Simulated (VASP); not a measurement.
BN, 4 atoms in the cell. It takes space group P6_3mc (No. 186, hexagonal). Conventional cell: a = 2.522 Å, b = 2.522 Å, c = 4.175 Å, α = 90.00°, β = 90.00°, γ = 120.00°. B (site symmetry 3m) has 4 N at 1.55 to 1.56 Å within 2.1 Å. Within 2.1 Å of N (site symmetry 3m) lie 4 B at 1.55 to 1.56 Å. 

* Program: VASP 6.6.1
* Task: relaxation of cell and atoms
* Functional: LDA
* Potentials or basis: VASP PAW LDA potentials, release 64 (B, N)
* Cutoff: 600 eV
* k mesh: 12 × 12 × 6
* Occupations: gaussian, width 0.02 eV
* Spin: no spin polarisation
* Dipole correction: no
* Further INCAR settings: ALGO = Normal; EDIFF = 1e-06; IBRION = 2; EDIFFG = -0.002; NSW = 100; ISIF = 3

Potentials or basis: VASP PAW LDA potentials, release 64 (B, N).

Run with:

```bash
$ cat potpaw_LDA.64/B/POTCAR potpaw_LDA.64/N/POTCAR > POTCAR
$ mpirun -np 1 vasp_std > vasp.out
```

Hardware: 1 thread of Intel Xeon 8259CL, on a shared host.

Q: Estimate the wall time of this run.

A: Run time: 73 s on 1 thread of Intel Xeon 8259CL (shared host), peak memory 0.14 GiB. Counts: scf iterations 29, k points 76, ion steps 6.
